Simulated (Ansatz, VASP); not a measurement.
BaS in VASP and in Ansatz

INCAR

```
ALGO = Normal ; EDIFF = 1E-6
EDIFFG = -0.01 ; ENCUT = 600
GGA = RP ; IBRION = 2
ISIF = 3 ; ISMEAR = -1
IVDW = 13 ; LASPH = T
LCHARG = F ; LREAL = F
LWAVE = F ; NELM = 60
NSW = 60 ; PREC = Accurate
SIGMA = 0.05
```

The input KPOINTS:

```
k-points
0
Gamma
  7 7 7
```

File POSCAR:

```
BaS
1.0
    0.0000000000      3.1937500000      3.1937500000
    3.1937500000      0.0000000000      3.1937500000
    3.1937500000      3.1937500000      0.0000000000
Ba S
1 1
Direct
    0.0000000000      0.0000000000      0.0000000000
    0.5000000000      0.5000000000      0.5000000000
```

input.yaml

```yaml
crystal:
  lattice:
    - [0.0, 3.19375, 3.19375]
    - [3.19375, 0.0, 3.19375]
    - [3.19375, 3.19375, 0.0]
  atoms:
    - { symbol: Ba, position: [0.0, 0.0, 0.0] }
    - { symbol: S, position: [0.5, 0.5, 0.5] }
hamiltonian:
  xc: rpbe
  pseudopotentials: { kind: paw }
  dispersion: d4
kpoints:
  mp_grid: { grid: [7, 7, 7] }
scf:
  occupations: { method: fermi_dirac, width: 0.05 }
output:
  forces: true
  stress: true
relax:
  f_tol: 0.01
  max_steps: 40
  cell: { stress_tol: 0.05 }
```

Alike in both runs: task relaxation of cell and atoms; functional RPBE; dispersion D4; k mesh 7 × 7 × 7; occupations fermi-dirac, width 0.05 eV; no spin polarisation.

```csv
,VASP,Ansatz
version,VASP 6.6.1,Ansatz 0.2.0
potentials or method,"VASP PAW PBE potentials, release 64 (Ba_sv, S)",Ansatz PAW
plane-wave cutoff (eV),600,420
valence electrons in the cell,16,16
```

Ansatz gave:

* relaxed volume (Å³/atom): 32.94
* relaxed cell length with the largest relative difference (Å): 4.533

Estimate VASP's values.

relaxed volume (Å³/atom): 33.40; relaxed cell length with the largest relative difference (Å): 4.554.

VASP's potentials were made for PBE, not for RPBE.

Neither program's run includes spin-orbit coupling. Noted on Ansatz's run: odd divisions of the mesh miss points on the zone boundary, where band edges often lie, so the gap on the mesh can be too wide; the plane-wave basis is chosen anew once the cell has moved, so the energies of steps on either side of that aren't comparable.
